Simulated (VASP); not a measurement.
# N (P6_3/mmc) in VASP: a series of runs

Aim: see how the results for N move with the level of theory and the settings. Levels: PBE, PBE+D4, SVWN5. Tasks: single point.

All numbers are computed with VASP 6.6.1; they aren't measurements. Logs are shortened: lines on timing, memory, paths and dates and some standing lists are left out, and cuts for length are marked.

## (1) The cell of the first run

Symmetry: P6_3/mmc, No. 194, hexagonal system. The conventional cell has a = 2.485 Å, b = 2.485 Å, c = 2.413 Å, α = 90.00°, β = 90.00°, γ = 120.00°. Within 2.5 Å of N (site symmetry -6m2) lie 14 N at 1.87 to 2.49 Å.

## (2) Single point, PBE (volume scaled by 0.96)

INCAR

```
SYSTEM = N
PREC = Accurate
ENCUT = 520
EDIFF = 1E-7
ISMEAR = -1
SIGMA = 0.05
LREAL = .False.
LASPH = .True.
NELM = 80
ALGO = Normal
ISIF = 2
LWAVE = .False.
LCHARG = .True.
GGA = PE
LELF = .True.
LVHAR = .True.
NBANDS = 12
```

KPOINTS

```
regular mesh
0
Gamma
  12 12 11
  0 0 0
```

POSCAR

```
N
1.0
    2.4854226714      0.0000000000      0.0000000000
   -1.2427113357      2.1524391725      0.0000000000
    0.0000000000      0.0000000000      2.4129438665
N
2
Direct
    0.3333333333      0.6666666667      0.7500000000
    0.6666666667      0.3333333333      0.2500000000
```

Potentials or basis: VASP PAW PBE potentials, release 64 (N).

The run is started by

```console
$ cat potpaw_PBE.64/N/POTCAR > POTCAR
$ mpirun -np 1 vasp_std > vasp.out
```

OUTCAR:

```text
SYSTEM = N
   PREC = Accurate
   ENCUT = 520
   EDIFF = 1E-7
   ISMEAR = -1
   LREAL = .False.
   LASPH = .True.
   NELM = 80
   ISIF = 2
   GGA = PE

 ion  position               nearest neighbor table
   1  0.333  0.667  0.750-
   2  0.667  0.333  0.250-

  LATTYP: Found a hexagonal cell.
 ALAT       =     2.4854226714
 C/A-ratio  =     0.9708384390

  Lattice vectors:

 A1 = (   2.4854226714,   0.0000000000,   0.0000000000)
 A2 = (  -1.2427113357,   2.1524391725,   0.0000000000)
 A3 = (   0.0000000000,   0.0000000000,   2.4129438665)

Analysis of symmetry for initial positions (statically):
=====================================================================
 Subroutine PRICEL returns:
 Original cell was already a primitive cell.

 Routine SETGRP: Setting up the symmetry group for a
 hexagonal supercell.

 Subroutine GETGRP returns: Found 24 space group operations
 (whereof 12 operations were pure point group operations)
 out of a pool of 24 trial point group operations.

The static configuration has the point symmetry D_3d.
 The point group associated with its full space group is D_6h.

Analysis of symmetry for dynamics (positions and initial velocities):
=====================================================================
 Subroutine PRICEL returns:
 Original cell was already a primitive cell.

 Routine SETGRP: Setting up the symmetry group for a
 hexagonal supercell.

 Subroutine GETGRP returns: Found 24 space group operations
 (whereof 12 operations were pure point group operations)
 out of a pool of 24 trial point group operations.

The dynamic configuration has the point symmetry D_3d.
 The point group associated with its full space group is D_6h.

 Subroutine INISYM returns: Found 24 space group operations
 (whereof 12 operations are pure point group operations),
 and found     1 'primitive' translations

----------------------------------------------------------------------------------------

                                     Primitive cell

  volume of cell :      12.9086

  direct lattice vectors                    reciprocal lattice vectors
     2.485422671  0.000000000  0.000000000     0.402346052  0.232294602  0.000000000
    -1.242711336  2.152439172  0.000000000     0.000000000  0.464589203  0.000000000
     0.000000000  0.000000000  2.412943867     0.000000000  0.000000000  0.414431522

  length of vectors
     2.485422671  2.485422671  2.412943867     0.464589203  0.464589203  0.414431522

  position of ions in fractional coordinates (direct lattice)
     0.333333333  0.666666667  0.750000000
     0.666666667  0.333333333  0.250000000

  ion indices of the primitive-cell ions
   primitive index   ion index
                 1           1
                 2           2

----------------------------------------------------------------------------------------

 KPOINTS: regular mesh

Automatic generation of k-mesh.
 Grid dimensions read from file:
 generate k-points for:   12   12   11

 Generating k-lattice:

  Cartesian coordinates                     Fractional coordinates (reciprocal lattice)
     0.033528838  0.019357883  0.000000000     0.083333333  0.000000000  0.000000000
     0.000000000  0.038715767  0.000000000     0.000000000  0.083333333  0.000000000
     0.000000000  0.000000000  0.037675593     0.000000000  0.000000000  0.090909091

  Length of vectors
     0.038715767  0.038715767  0.037675593

  Shift w.r.t. Gamma in fractional coordinates (k-lattice)
     0.000000000  0.000000000  0.000000000

 Subroutine IBZKPT returns following result:
 ===========================================

 Found    114 irreducible k-points:

 Following reciprocal coordinates:
            Coordinates               Weight
  0.000000  0.000000  0.000000      1.000000
  0.083333  0.000000  0.000000      6.000000
  0.166667  0.000000  0.000000      6.000000
  0.250000  0.000000  0.000000      6.000000
  0.333333  0.000000  0.000000      6.000000
  0.416667 -0.000000  0.000000      6.000000
[... 16 lines left out ...]
  0.250000  0.000000  0.090909     12.000000
  0.333333  0.000000  0.090909     12.000000
 [... further k-points ...]
   k-points           NKPTS =    114   k-points in BZ     NKDIM =    114   number of bands    NBANDS=     12
   number of dos      NEDOS =    301   number of ions     NIONS =      2
   total plane-waves  NPLWV =   5832
   dimension x,y,z NGX =    18 NGY =   18 NGZ =   18
   dimension x,y,z NGXF=    36 NGYF=   36 NGZF=   36
   ions per type =               2
   NGX,Y,Z   is equivalent  to a cutoff of  12.04, 12.04, 12.40 a.u.
   NGXF,Y,Z  is equivalent  to a cutoff of  24.08, 24.08, 24.80 a.u.
 SYSTEM =  N
   PREC   = accura    normal or accurate (medium, high low for compatibility)
   ISTART =      0    job   : 0-new  1-cont  2-samecut
   ICHARG =      2    charge: 1-file 2-atom 10-const
   ISPIN  =      1    spin polarized calculation?
   LNONCOLLINEAR =      F non collinear calculations
   LSORBIT =      F    spin-orbit coupling
   LASPH  =      T    aspherical Exc in radial PAW
   ENCUT  =  520.0 eV  38.22 Ry    6.18 a.u.   4.62  4.62  4.49*2*pi/ulx,y,z
   NELM   =     80;   NELMIN=  2; NELMDL= -5     # of ELM steps
   EDIFF  = 0.1E-06   stopping-criterion for ELM
   LREAL  =      F    real-space projection
   EDIFFG = 0.1E-05   stopping-criterion for IOM
   NSW    =      0    number of steps for IOM
   IBRION =     -1    ionic relax: 0-MD 1-quasi-New 2-CG
   NFREE  =      0    steps in history (QN), initial steepest desc. (CG)
   ISIF   =      2    stress and relaxation
   ISYM   =      2    0-nonsym 1-usesym 2-fastsym
   POTIM  = 0.5000    time-step for ionic-motion
   TEBEG  =    0.0;   TEEND  =   0.0 temperature during run
   PSTRESS=    0.0 pullay stress
   NELECT =      10.0000    total number of electrons
   NUPDOWN=      -1.0000    fix difference up-down
   EMIN   =  10.00;   EMAX   =-10.00  energy-range for DOS
   EFERMI =   0.00;   METHOD = LEGACY
   ISMEAR =    -1;   SIGMA  =   0.05  broadening in eV -4-tet -1-fermi 0-gaus
   EFERMI_NEDOS =   21; number of points for ismear=-14 and -15
   IALGO  =     38    algorithm
   IMIX   =      4    mixing-type and parameters
     AMIX     =   0.40;   BMIX     =  1.00
     AMIX_MAG =   1.60;   BMIX_MAG =  1.00
  volume/ion in A,a.u.               =       6.45        43.56
  Fermi-wavevector in a.u.,A,eV,Ry     =   1.503541  2.841281 30.757828  2.260637
  Thomas-Fermi vector in A             =   2.614638
   LORBIT       =      0    0 simple, 1 ext, 2 COOP (PROOUT), +10 PAW based schemes
   GGA     = PE    functional components
   LHFCALC =     F    Hartree Fock is set to
   AEXX    =    0.0000 exact exchange contribution
   IVDW    =     0    specifies the selected vdW correction
   LEPSILON=     F    determine dielectric tensor
   LRPA    =     F    only Hartree local field effects (RPA)
 non-spin polarized calculation
  energy-cutoff  :      520.00
  volume of cell :       12.91
 maximum number of plane-waves:       360
   NGX =  9   NGY =  9   NGZ =  9

 number of electron      10.0000000 magnetization

 number of electron       9.9999997 magnetization

 Free energy of the ion-electron system (eV)
  ---------------------------------------------------
  ext. energy  EPLUGINS =         0.00000000
  ---------------------------------------------------
  free energy    TOTEN  =        -9.35025343 eV

  energy without entropy =       -9.34211844  energy(sigma->0) =       -9.34618593

 E-fermi :   7.6939     XC(G=0): -13.2657

 val. band max:        7.6823122395   @ k =   0.2500   0.0000   0.1818
 cond. band min:       7.7160636148   @ k =   0.3333   0.1667   0.3636
 fundamental gap:      0.0337513753
 Fermi energy:         7.6938650166

 k-point     1 :       0.0000    0.0000    0.0000
  band No.  band energies     occupation
      1     -14.9996      2.00000
      2       2.2533      2.00000
      3       2.6308      2.00000
      4       5.1737      2.00000
      5       5.1737      2.00000
      6      10.5632      0.00000
      7      10.5632      0.00000
      8      14.0872      0.00000
      9      22.2778      0.00000
     10      26.1698      0.00000
     11      33.4664      0.00000
     12      33.4664      0.00000

 k-point     2 :       0.0833    0.0000    0.0000
  band No.  band energies     occupation
      1     -14.8262      2.00000
      2       1.6250      2.00000
      3       2.7731      2.00000
      4       4.8922      2.00000
      5       5.2815      2.00000
      6      10.5017      0.00000
      7      10.8381      0.00000
      8      13.8555      0.00000
      9      22.7051      0.00000
     10      25.9908      0.00000
     11      33.7403      0.00000
     12      33.8413      0.00000

 k-point     3 :       0.1667    0.0000    0.0000
  band No.  band energies     occupation
      1     -14.3101      2.00000
      2       0.0604      2.00000
      3       3.1918      2.00000
      4       4.2435      2.00000
      5       5.4502      2.00000
      6      10.3719      0.00000
      7      11.4555      0.00000
      8      13.1985      0.00000
      9      23.6614      0.00000
     10      25.6372      0.00000
     11      34.6081      0.00000
     12      34.9014      0.00000
[... 286 lines left out ...]
 k-point    23 :       0.2500    0.0000    0.0909
  band No.  band energies     occupation
      1     -13.2956      2.00000
      2      -1.9721      2.00000
      3       2.4952      2.00000
      4       3.6751      2.00000
      5       6.6815      2.00000
      6       9.9124      0.00000
      7      11.9067      0.00000
      8      12.3721      0.00000
      9      23.8050      0.00000
     10      26.9920      0.00000
     11      35.3940      0.00000
     12      35.9241      0.00000

 k-point    24 :       0.3333    0.0000    0.0909
  band No.  band energies     occupation
      1     -12.1615      2.00000
      2      -4.0239      2.00000
      3       3.0776      2.00000
      4       3.0853      2.00000
      5       6.7705      2.00000
      6       9.3621      0.00000
      7      11.8595      0.00000
      8      12.3359      0.00000
      9      22.8629      0.00000
     10      29.1801      0.00000
     11      34.6132      0.00000
     12      37.0719      0.00000

 [... further k-points ...]
[... 5 lines left out ...]
  --------------------------------------------------------------------------------------
  -------------------------------------------------------------------------------------
  Total        1.8666022      1.8666022      1.0946660      0.0000000     -0.0000000      0.0000000
  in kB      231.6775724    231.6775724    135.8669576      0.0000000     -0.0000000      0.0000000
  external PRESSURE =     199.7407008 kB  Pullay stress =       0.0000000 kB

 VOLUME and BASIS-vectors are now :
 -----------------------------------------------------------------------------
  energy-cutoff  :      520.00
  volume of cell :       12.91
      direct lattice vectors                 reciprocal lattice vectors
     2.485422671  0.000000000  0.000000000     0.402346052  0.232294602  0.000000000
    -1.242711336  2.152439172  0.000000000     0.000000000  0.464589203  0.000000000
     0.000000000  0.000000000  2.412943867     0.000000000  0.000000000  0.414431522

 POSITION                                       TOTAL-FORCE (eV/Angst)
 -----------------------------------------------------------------------------------
     -0.00000      1.43496      1.80971         0.000000      0.000000      0.000000
      1.24271      0.71748      0.60324        -0.000000     -0.000000     -0.000000
 -----------------------------------------------------------------------------------
    total drift:                               -0.000000      0.000000      0.000000

  FREE ENERGIE OF THE ION-ELECTRON SYSTEM (eV)
  ---------------------------------------------------
  free  energy   TOTEN  =        -9.3502534274 eV

  energy  without entropy=       -9.3421184406  energy(sigma->0) =       -9.34618593
```

It took 31 s on 1 thread of Intel Xeon 6975P-C, shared host; peak memory 0.12 GiB.

What came out:

```yaml
Free_energy: -9.3503 eV
Pressure: 20.0 GPa
Band_gap_on_the_k_mesh: zero (band 5 reaches 8.89 eV, above the bottom of band 6 at 4.47 eV)
```

Levels at points of the mesh, in eV from the Fermi level:
| k point | band 1 | band 2 | band 3 | band 4 | band 5 | band 6 | band 7 | band 8 | band 9 | band 10 |
| --- | --- | --- | --- | --- | --- | --- | --- | --- | --- | --- |
| (0.00, 0.00, 0.00) | -22.69 | -5.44 | -5.06 | -2.52 | -2.52 | 2.87 | 2.87 | 6.39 | 14.58 | 18.48 |
| (0.50, 0.00, 0.00) | -17.88 | -14.89 | -5.28 | -2.18 | -1.63 | 1.72 | 2.86 | 5.28 | 13.68 | 24.61 |

[end of part 1 of 2]
